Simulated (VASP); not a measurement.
The system is SiO2.

```xyz
12
Lattice="4.9717 0.0000 0.0000 0.0000 4.9717 0.0000 0.0000 0.0000 6.9223" Properties=species:S:1:pos:R:3 pbc="T T T"
Si    1.4929    1.4929    0.0000
Si    0.9929    3.9788    1.7306
Si    3.4788    3.4788    3.4611
Si    3.9788    0.9929    5.1917
O     1.1892    0.5190    1.2370
O     1.9668    3.6751    2.9676
O     3.7825    4.4527    4.6982
O     3.0049    1.2966    6.4287
O     3.6751    1.9668    3.9547
O     4.4527    3.7825    2.2241
O     1.2966    3.0049    0.4936
O     0.5190    1.1892    5.6853
```

| Property | Result |
| --- | --- |
| Program | VASP 6.6.1 |
| Task | relaxation of cell and atoms |
| Functional | PBEsol |
| Potentials or basis | VASP PAW PBE potentials, release 64 (Si, O) |
| Cutoff | 600 eV |
| k mesh | 6 × 6 × 4 |
| Occupations | gaussian, width 0.02 eV |
| Spin | no spin polarisation |

At the start: pressure 5.6 GPa; volume 14.26 Å³/atom.

**Question.** How do energy, volume and symmetry change on relaxing?

**Answer.** Over 29 steps the energy falls by 7.9 meV/atom and the volume is 14.73 Å³/atom (+3.3 %); space group P4_12_12 (No. 92, to 0.1 Å) before and after.

The path:
```tsv
step	energy change (eV)	largest force (eV/Å)	pressure (GPa)	volume (Å³)
1	0.0000	0.3663	5.58	171.10
2	0.1016	0.4909	-7.07	183.71
3	-0.0949	0.0425	-0.07	176.13
4	-0.0949	0.0420	0.04	176.02
5	-0.0947	0.0706	0.03	176.03
6	-0.0950	0.0132	0.04	176.03
7	-0.0950	0.0080	-0.03	176.09
8	-0.0950	0.0078	-0.06	176.12
9	-0.0951	0.0061	-0.01	176.07
10	-0.0951	0.0062	0.00	176.06
11	-0.0951	0.0104	0.03	176.05
12	-0.0951	0.0060	0.02	176.05
13	-0.0951	0.0061	0.01	176.08
14	-0.0951	0.0084	0.00	176.15
15	-0.0951	0.0150	-0.03	176.30
16	-0.0952	0.0119	-0.02	176.31
17	-0.0952	0.0052	-0.02	176.34
18	-0.0952	0.0191	0.00	176.39
19	-0.0952	0.0082	-0.01	176.35
20	-0.0952	0.0078	0.00	176.36
21	-0.0952	0.0062	0.02	176.37
22	-0.0952	0.0046	0.07	176.38
23	-0.0952	0.0037	0.07	176.39
24	-0.0952	0.0018	0.07	176.43
25	-0.0952	0.0055	0.07	176.50
26	-0.0952	0.0165	0.06	176.65
27	-0.0952	0.0116	0.06	176.59
28	-0.0953	0.0088	0.05	176.63
29	-0.0953	0.0028	0.01	176.77
```

Final structure:
```
Si O
1.0
     5.02749    0.00000    0.00000
     0.00000    5.02749    0.00000
     0.00000    0.00000    6.99376
Si O
4 8
Cartesian
  1.5041 1.5041 0.0000
  1.0097 4.0178 1.7484
  3.5234 3.5234 3.4969
  4.0178 1.0097 5.2453
  1.2031 0.5202 1.2519
  1.9935 3.7169 3.0004
  3.8244 4.5073 4.7488
  3.0340 1.3106 6.4973
  3.7169 1.9935 3.9934
  4.5073 3.8244 2.2449
  1.3106 3.0340 0.4965
  0.5202 1.2031 5.7418
```

Caveat: the PAW data sets were made with another functional, which shifts forces and pressure a little.
